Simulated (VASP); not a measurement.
Wanted: the native input for a VASP 6.6.1 run.

* Task: single point
* Functional: PBE
* Potentials or basis: VASP PAW PBE potentials, release 64 (Al, Ru_pv)
* Cutoff: 520 eV
* k mesh: 11 × 11 × 11
* Occupations: fermi-dirac, width 0.1 eV
* Spin: no spin polarisation
* Dipole correction: no
* Further INCAR settings: ALGO = Normal; EDIFF = 1e-07; NBANDS = 16

The structure of AlRu lies in POSCAR:

```
AlRu
1.0
    2.9774334307      0.0000000000      0.0000000000
    0.0000000000      2.9774334307      0.0000000000
    0.0000000000      0.0000000000      2.9774334307
Al Ru
1 1
Direct
    0.0000000000      0.0000000000      0.0000000000
    0.5000000000      0.5000000000      0.5000000000
```

One way to write it, as run:

INCAR

```
SYSTEM = AlRu
  ALGO = Normal
  EDIFF = 1E-7
  ENCUT = 520
  GGA = PE
  ISIF = 2
  ISMEAR = -1
  LASPH = .True.
  LCHARG = .False.
  LREAL = .False.
  LWAVE = .False.
  NBANDS = 16
  NELM = 80
  PREC = Accurate
  SIGMA = 0.1
```

KPOINTS

```
k-points
0
Gamma
  11 11 11
  0 0 0
```

Potentials or basis: VASP PAW PBE potentials, release 64 (Al, Ru_pv).

Launch:

```sh
$ cat potpaw_PBE.64/Al/POTCAR potpaw_PBE.64/Ru_pv/POTCAR > POTCAR
$ mpirun -np 1 vasp_std > vasp.out
```

It gave:

The pressure is 6.0 GPa.

It took 13 s on 1 thread of Intel Xeon 6975P-C, with other jobs on the host, peak memory 0.15 GiB.
